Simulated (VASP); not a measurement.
## BiTe: single point with PBEsol

BiTe:

```
Bi Te
1.0
     0.00809    3.23500    3.23500
     3.23500    0.00809    3.23500
     3.24309    3.24309    0.00000
Bi Te
1 1
Direct
  0.00000 0.00000 0.00000
  0.50000 0.50000 0.50000
```

This cell differs from its parent crystal: strain +0.0050 x Voigt [0, 0, 0, 0, 0, 1].

- Program: VASP 6.6.1
- Task: single point
- Functional: PBEsol
- Potentials or basis: VASP PAW PBE potentials, release 64 (Bi_d, Te)
- Cutoff: 520 eV
- k mesh: 14 × 14 × 14
- Occupations: gaussian, width 0.15 eV
- Spin: no spin polarisation

| Property | Result |
| --- | --- |
| Pressure | -1.7 GPa |
| Band gap on the k mesh | zero (an odd number of electrons rules out a gap without spin polarisation) |

Levels at points of the mesh, in eV from the Fermi level:
| k point | band 6 | band 7 | band 8 | band 9 | band 10 | band 11 | band 12 | band 13 | band 14 | band 15 |
| --- | --- | --- | --- | --- | --- | --- | --- | --- | --- | --- |
| (0.00, 0.00, 0.00) | -13.54 | -8.14 | -2.56 | -2.53 | -2.51 | 2.14 | 2.15 | 2.16 | 4.60 | 4.63 |
| (0.50, 0.00, 0.00) | -11.57 | -11.26 | -1.92 | -1.91 | -1.62 | -0.87 | -0.65 | -0.64 | 7.24 | 7.72 |
| (0.50, 0.50, 0.00) | -11.77 | -9.96 | -5.68 | -4.04 | -3.99 | 2.17 | 3.58 | 3.60 | 4.95 | 8.70 |
| (0.00, 0.00, 0.50) | -11.58 | -11.27 | -1.90 | -1.89 | -1.60 | -0.85 | -0.63 | -0.62 | 7.23 | 7.70 |
| (0.50, 0.00, 0.50) | -11.77 | -9.96 | -5.68 | -4.01 | -4.01 | 2.17 | 3.59 | 3.59 | 4.95 | 8.70 |

It took 8.5 min on 1 thread of Intel Xeon 8259CL (shared host), peak memory 0.62 GiB.

Caveat: the cell differs from its parent crystal (strain +0.0050 x Voigt [0, 0, 0, 0, 0, 1]); the PAW data sets were made with another functional, which shifts forces and pressure a little; spin-orbit coupling is left out, which moves the levels of the heavy elements.
